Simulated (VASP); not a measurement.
A run of VASP 6.6.1 is set up as follows.

File INCAR:

```
PREC = Accurate ; ENCUT = 600
EDIFF = 1E-6 ; ISMEAR = 0
SIGMA = 0.02 ; LREAL = False
LASPH = True ; NELM = 120
ALGO = Normal ; ISIF = 2
LWAVE = False ; LCHARG = False
GGA = PS ; NBANDS = 19
GGA_COMPAT = False
```

Contents of KPOINTS:

```
Automatic mesh
0
Gamma
  12 12 12
```

The input POSCAR:

```
ZrO2
1.0
    0.0000000000      2.5321241489      2.5321241489
    2.5321241489      0.0000000000      2.5321241489
    2.5321241489      2.5321241489      0.0000000000
Zr O
1 2
Direct
    0.0000000000      0.0000000000      0.0000000000
    0.2500000000      0.2500000000      0.2500000000
    0.7500000000      0.7500000000      0.7500000000
```

Potentials or basis: VASP PAW PBE potentials, release 64 (Zr_sv, O).

Launch:

```sh
$ cat potpaw_PBE.64/Zr_sv/POTCAR potpaw_PBE.64/O/POTCAR > POTCAR
$ mpirun -np 1 vasp_std > vasp.out
```

(1) What does it give for the pressure?

(2) Estimate the band gap on the k mesh.

Results:

(1) 0.2 GPa.

(2) 3.32 eV (least direct gap 3.76 eV).

Caveat: the PAW data sets were made with another functional, which shifts forces and pressure a little.
